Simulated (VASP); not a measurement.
# GaSe (P6_3/mmc) in VASP: notebook, part 2 of 2

VASP 6.6.1.

### 4 Relaxation of cell and atoms, PBE+D3(BJ)

INCAR reads:

```
  PREC = Accurate
  ENCUT = 500
  EDIFF = 1E-7
  ISMEAR = 0
  SIGMA = 0.02
  LREAL = F
  LASPH = T
  NELM = 120
  ALGO = Normal
  ISIF = 3
  LWAVE = F
  LCHARG = F
  GGA = PE
  IVDW = 12
  IBRION = 2
  NSW = 100
  EDIFFG = -0.005
  GGA_COMPAT = F
  NELMIN = 4
```

KPOINTS reads:

```
Automatic mesh
0
Gamma
  12 12 2
```

POSCAR reads:

```
GaSe
1.0
    3.7726577409      0.0000000000      0.0000000000
   -1.8863288705      3.2672174434      0.0000000000
    0.0000000000      0.0000000000     15.9353558582
Ga Se
4 4
Direct
    0.3333333333      0.6666666667      0.1733701497
    0.6666666667      0.3333333333      0.6733701497
    0.3333333333      0.6666666667      0.3266298503
    0.6666666667      0.3333333333      0.8266298503
    0.3333333333      0.6666666667      0.5995879943
    0.6666666667      0.3333333333      0.0995879943
    0.3333333333      0.6666666667      0.9004120057
    0.6666666667      0.3333333333      0.4004120057
```

Potentials or basis: VASP PAW PBE potentials, release 64 (Ga_d, Se).

Command:

```console
> cat potpaw_PBE.64/Ga_d/POTCAR potpaw_PBE.64/Se/POTCAR > POTCAR
> mpirun -np 1 vasp_std > vasp.out
```

OUTCAR:

```text
PREC = Accurate
   ENCUT = 500
   EDIFF = 1E-7
   ISMEAR = 0
   LREAL = F
   LASPH = T
   NELM = 120
   ISIF = 3
   GGA = PE
   IVDW = 12
   IBRION = 2
   NSW = 100
   EDIFFG = -0.005
   NELMIN = 4
 IVDW          = 12

 ion  position               nearest neighbor table
   1  0.333  0.667  0.173-   3 2.44   6 2.48   6 2.48   6 2.48
   2  0.667  0.333  0.673-   4 2.44   5 2.48   5 2.48   5 2.48
   3  0.333  0.667  0.327-   1 2.44   8 2.48   8 2.48   8 2.48
   4  0.667  0.333  0.827-   2 2.44   7 2.48   7 2.48   7 2.48
   5  0.333  0.667  0.600-   2 2.48   2 2.48   2 2.48
   6  0.667  0.333  0.100-   1 2.48   1 2.48   1 2.48
   7  0.333  0.667  0.900-   4 2.48   4 2.48   4 2.48
   8  0.667  0.333  0.400-   3 2.48   3 2.48   3 2.48

  LATTYP: Found a hexagonal cell.
 ALAT       =     3.7726577409
 C/A-ratio  =     4.2239071107

  Lattice vectors:

 A1 = (   3.7726577409,   0.0000000000,   0.0000000000)
 A2 = (  -1.8863288705,   3.2672174434,   0.0000000000)
 A3 = (   0.0000000000,   0.0000000000,  15.9353558582)

Analysis of symmetry for initial positions (statically):
[... 10 lines left out ...]

The static configuration has the point symmetry D_3d.
 The point group associated with its full space group is D_6h.

Analysis of symmetry for dynamics (positions and initial velocities):
[... 10 lines left out ...]

The dynamic configuration has the point symmetry D_3d.
 The point group associated with its full space group is D_6h.

 Subroutine INISYM returns: Found 24 space group operations
[... 5 lines left out ...]
                                     Primitive cell

  volume of cell :     196.4207

  direct lattice vectors                    reciprocal lattice vectors
     3.772657741  0.000000000  0.000000000     0.265065126  0.153035422  0.000000000
    -1.886328871  3.267217443  0.000000000     0.000000000  0.306070844  0.000000000
     0.000000000  0.000000000 15.935355858     0.000000000  0.000000000  0.062753541

  length of vectors
     3.772657741  3.772657741 15.935355858     0.306070844  0.306070844  0.062753541

  position of ions in fractional coordinates (direct lattice)
     0.333333333  0.666666667  0.173370150
     0.666666667  0.333333333  0.673370150
     0.333333333  0.666666667  0.326629850
     0.666666667  0.333333333  0.826629850
     0.333333333  0.666666667  0.599587994
     0.666666667  0.333333333  0.099587994
     0.333333333  0.666666667  0.900412006
     0.666666667  0.333333333  0.400412006

  ion indices of the primitive-cell ions
   primitive index   ion index
                 1           1
                 2           2
                 3           3
                 4           4
                 5           5
                 6           6
                 7           7
                 8           8

----------------------------------------------------------------------------------------

 KPOINTS: Automatic mesh

Automatic generation of k-mesh.
 Grid dimensions read from file:
 generate k-points for:   12   12    2

 Generating k-lattice:

  Cartesian coordinates                     Fractional coordinates (reciprocal lattice)
     0.022088761  0.012752952  0.000000000     0.083333333  0.000000000  0.000000000
     0.000000000  0.025505904  0.000000000     0.000000000  0.083333333  0.000000000
     0.000000000  0.000000000  0.031376770     0.000000000  0.000000000  0.500000000

  Length of vectors
     0.025505904  0.025505904  0.031376770

  Shift w.r.t. Gamma in fractional coordinates (k-lattice)
     0.000000000  0.000000000  0.000000000

 Subroutine IBZKPT returns following result:
 ===========================================

 Found     38 irreducible k-points:

 Following reciprocal coordinates:
            Coordinates               Weight
  0.000000  0.000000  0.000000      1.000000
  0.083333 -0.000000  0.000000      6.000000
  0.166667 -0.000000  0.000000      6.000000
  0.250000  0.000000  0.000000      6.000000
  0.333333 -0.000000  0.000000      6.000000
  0.416667 -0.000000  0.000000      6.000000
[... 16 lines left out ...]
  0.250000  0.000000  0.500000      6.000000
  0.333333 -0.000000  0.500000      6.000000
 [... further k-points ...]
   k-points           NKPTS =     38   k-points in BZ     NKDIM =     38   number of bands    NBANDS=     45
   number of dos      NEDOS =    301   number of ions     NIONS =      8
   total plane-waves  NPLWV =  94080
   dimension x,y,z NGX =    28 NGY =   28 NGZ =  120
   dimension x,y,z NGXF=    56 NGYF=   56 NGZF=  240
   ions per type =               4   4
   NGX,Y,Z   is equivalent  to a cutoff of  12.34, 12.34, 12.52 a.u.
   NGXF,Y,Z  is equivalent  to a cutoff of  24.68, 24.68, 25.04 a.u.
 SYSTEM =  unknown system
   PREC   = accura    normal or accurate (medium, high low for compatibility)
   ISTART =      0    job   : 0-new  1-cont  2-samecut
   ICHARG =      2    charge: 1-file 2-atom 10-const
   ISPIN  =      1    spin polarized calculation?
   LNONCOLLINEAR =      F non collinear calculations
   LSORBIT =      F    spin-orbit coupling
   LASPH  =      T    aspherical Exc in radial PAW
   ENCUT  =  500.0 eV  36.75 Ry    6.06 a.u.   6.88  6.88 29.05*2*pi/ulx,y,z
   NELM   =    120;   NELMIN=  4; NELMDL= -5     # of ELM steps
   EDIFF  = 0.1E-06   stopping-criterion for ELM
   LREAL  =      F    real-space projection
   EDIFFG = -.5E-02   stopping-criterion for IOM
   NSW    =    100    number of steps for IOM
   IBRION =      2    ionic relax: 0-MD 1-quasi-New 2-CG
   NFREE  =      1    steps in history (QN), initial steepest desc. (CG)
   ISIF   =      3    stress and relaxation
   ISYM   =      2    0-nonsym 1-usesym 2-fastsym
   POTIM  = 0.5000    time-step for ionic-motion
   TEBEG  =    0.0;   TEEND  =   0.0 temperature during run
   PSTRESS=    0.0 pullay stress
   NELECT =      76.0000    total number of electrons
   NUPDOWN=      -1.0000    fix difference up-down
   EMIN   =  10.00;   EMAX   =-10.00  energy-range for DOS
   EFERMI =   0.00;   METHOD = LEGACY
   ISMEAR =     0;   SIGMA  =   0.02  broadening in eV -4-tet -1-fermi 0-gaus
   EFERMI_NEDOS =   21; number of points for ismear=-14 and -15
   IALGO  =     38    algorithm
   IMIX   =      4    mixing-type and parameters
     AMIX     =   0.40;   BMIX     =  1.00
     AMIX_MAG =   1.60;   BMIX_MAG =  1.00
  volume/ion in A,a.u.               =      24.55       165.69
  Fermi-wavevector in a.u.,A,eV,Ry     =   1.192935  2.254321 19.362384  1.423095
  Thomas-Fermi vector in A             =   2.328962
   LORBIT       =      0    0 simple, 1 ext, 2 COOP (PROOUT), +10 PAW based schemes
   GGA     = PE    functional components
   LHFCALC =     F    Hartree Fock is set to
   AEXX    =    0.0000 exact exchange contribution
   IVDW    =    12    specifies the selected vdW correction
   LEPSILON=     F    determine dielectric tensor
   LRPA    =     F    only Hartree local field effects (RPA)
 conjugate gradient relaxation of ions
 non-spin polarized calculation
 Gauss-broadening in eV      SIGMA  =   0.02
  energy-cutoff  :      500.00
  volume of cell :      196.42
 maximum number of plane-waves:      5018
 NGX is ok and might be reduce to    28
   NGX = 13   NGY = 13   NGZ = 59

--------------------------------------- Ionic step        1  -------------------------------------------

 number of electron      76.0000017 magnetization

 Free energy of the ion-electron system (eV)
  ---------------------------------------------------
  ext. energy  EPLUGINS =         0.00000000
  ---------------------------------------------------
  free energy    TOTEN  =       -30.23193268 eV

  energy without entropy =      -30.23193268  energy(sigma->0) =      -30.23193268

------------------------ aborting loop because EDIFF is reached ----------------------------------------

 Edisp (eV)   -2.32379

 E8    (eV) :    -1.0210

  FORCE on cell =-STRESS in cart. coord.  units (eV):
  Direction    XX          YY          ZZ          XY          YZ          ZX
  --------------------------------------------------------------------------------------
  -------------------------------------------------------------------------------------
  Total       0.07153     0.07153     0.25703    -0.00000     0.00000     0.00000
  in kB       0.58345     0.58345     2.09652    -0.00000     0.00000     0.00000
  external pressure =        1.09 kB  Pullay stress =        0.00 kB
[... 349 lines left out ...]
  energy  without entropy=      -32.5560705450  energy(sigma->0) =      -32.55607054

--------------------------------------- Ionic step        9  -------------------------------------------

 number of electron      76.0000014 magnetization

 Free energy of the ion-electron system (eV)
  ---------------------------------------------------
  ext. energy  EPLUGINS =         0.00000000
  ---------------------------------------------------
  free energy    TOTEN  =       -30.23521639 eV

  energy without entropy =      -30.23521639  energy(sigma->0) =      -30.23521639

 E-fermi :   3.5421     XC(G=0):  -9.2442

 val. band max:        3.4151232829   @ k =   0.0000   0.0000   0.0000
 cond. band min:       4.2590465944   @ k =   0.0000   0.0000   0.0000
 fundamental gap:      0.8439233114
 Fermi energy:         3.5420894962

 k-point     1 :       0.0000    0.0000    0.0000
  band No.  band energies     occupation
      1     -11.7790      2.00000
      2     -11.7788      2.00000
      3     -11.6580      2.00000
      4     -11.6580      2.00000
      5     -11.6579      2.00000
      6     -11.6579      2.00000
[... 1141 lines left out ...]
     44       7.4644      0.00000
     45       7.6779      0.00000

 [... further k-points ...]

------------------------ aborting loop because EDIFF is reached ----------------------------------------

 Edisp (eV)   -2.32086

 E8    (eV) :    -1.0196

  FORCE on cell =-STRESS in cart. coord.  units (eV):
  Direction    XX          YY          ZZ          XY          YZ          ZX
  --------------------------------------------------------------------------------------
  -------------------------------------------------------------------------------------
  Total      -0.00199    -0.00199    -0.00016     0.00000     0.00000     0.00000
  in kB      -0.01620    -0.01620    -0.00132     0.00000     0.00000     0.00000
  external pressure =       -0.01 kB  Pullay stress =        0.00 kB
[... 23 lines left out ...]
  FREE ENERGIE OF THE ION-ELECTRON SYSTEM (eV)
  ---------------------------------------------------
  free  energy   TOTEN  =       -32.5560765809 eV

  energy  without entropy=      -32.5560765809  energy(sigma->0) =      -32.55607658

 reached required accuracy - stopping structural energy minimisation
```

It took 24 min on 1 thread of Intel Xeon Platinum 8259CL at 2.50GHz (Skylake/Cascade Lake), shared host; peak memory 0.48 GiB.

Results:

```yaml
Free_energy: -32.5561 eV
Relaxed_volume: 24.58 Å³/atom
Relaxed_cell: a = 3.771 Å, b = 3.771 Å, c = 15.964 Å, α = 90.00°, β = 90.00°, γ = 120.00°
Space_group_after_relaxing_to_0.05_Å: P6_3/mmc (No. 194)
Energy_gained_by_relaxing: 0.0 meV/atom
Ionic_steps: 9
Pressure_after_relaxing: 0.0 GPa
Band_gap_on_the_k_mesh: 0.84 eV, direct
Dispersion_energy_per_atom: -0.290 eV
```

The path:
| step | energy change (eV) | largest force (eV/Å) | pressure (GPa) | volume (Å³) |
| --- | --- | --- | --- | --- |
| 1 | 0.0000 | 0.0316 | 0.11 | 196.42 |
| 2 | -0.0003 | 0.0063 | -0.07 | 196.89 |
| 3 | -0.0003 | 0.0021 | -0.03 | 196.79 |
| 4 | -0.0003 | 0.0051 | -0.03 | 196.71 |
| 5 | -0.0003 | 0.0126 | 0.01 | 196.62 |
| 6 | -0.0003 | 0.0080 | 0.01 | 196.67 |
| 7 | -0.0003 | 0.0075 | -0.01 | 196.68 |
| 8 | -0.0003 | 0.0076 | 0.00 | 196.68 |
| 9 | -0.0004 | 0.0011 | 0.00 | 196.64 |

Final structure:
```
CELL_PARAMETERS angstrom
3.77136 0.00000 0.00000
-1.88568 3.26610 0.00000
0.00000 0.00000 15.96446
ATOMIC_POSITIONS crystal
Ga 0.33333 0.66667 0.17344
Ga 0.66667 0.33333 0.67344
Ga 0.33333 0.66667 0.32656
Ga 0.66667 0.33333 0.82656
Se 0.33333 0.66667 0.59948
Se 0.66667 0.33333 0.09948
Se 0.33333 0.66667 0.90052
Se 0.66667 0.33333 0.40052
```

Levels at points of the mesh, in eV from the valence-band top:
```csv
k point,band 34,band 35,band 36,band 37,band 38,band 39,band 40,band 41,band 42,band 43
"(0.00, 0.00, 0.00)",-1.33,-1.33,-1.20,-1.20,0.00,0.84,1.86,2.12,2.24,3.90
"(0.50, 0.00, 0.00)",-2.58,-2.46,-2.36,-2.28,-1.85,1.00,1.25,1.79,1.82,3.59
"(0.00, 0.00, 0.50)",-1.24,-1.24,-1.24,-0.91,-0.91,1.51,1.51,2.17,2.17,3.94
"(0.50, 0.00, 0.50)",-2.53,-2.43,-2.43,-2.16,-2.16,1.35,1.35,1.57,1.57,3.47
```

### 5 Summary

| task | cell | k mesh | smearing | gap on the mesh (eV) | pressure (GPa) | relaxed volume (Å³/atom) | largest force (eV/Å) |
| --- | --- | --- | --- | --- | --- | --- | --- |
| single point | a = 3.773, b = 3.773, c = 15.935 Å, angles 90.0, 90.0, 120.0°, 8 atoms | 6 × 6 × 2 | gaussian 0.1 eV | 0.82 | 0.2 | - | 0.03 |
| relaxation of cell and atoms | relaxed from a = 3.742, b = 3.742, c = 15.919 Å, angles 90.0, 90.0, 120.0°, 8 atoms | 6 × 6 × 2 | gaussian 0.1 eV | 0.88 | -0.1 | 24.77 | 0.02 |
| relaxation of cell and atoms | relaxed from a = 3.773, b = 3.773, c = 15.935 Å, angles 90.0, 90.0, 120.0°, 8 atoms | 12 × 12 × 2 | gaussian 0.02 eV | 0.84 | 0.0 | 24.58 | - |

Alike in all rows: level PBE+D3(BJ); potentials or basis VASP PAW PBE potentials, release 64 (Ga_d, Se); no spin polarisation; cutoff (eV) 500.

Caveats: the relaxation stopped at a loose force limit of 0.05 eV/Å, so its end isn't a converged minimum (some runs).

Total energies depend on the potentials used, so only differences within one code and one set of settings carry meaning.
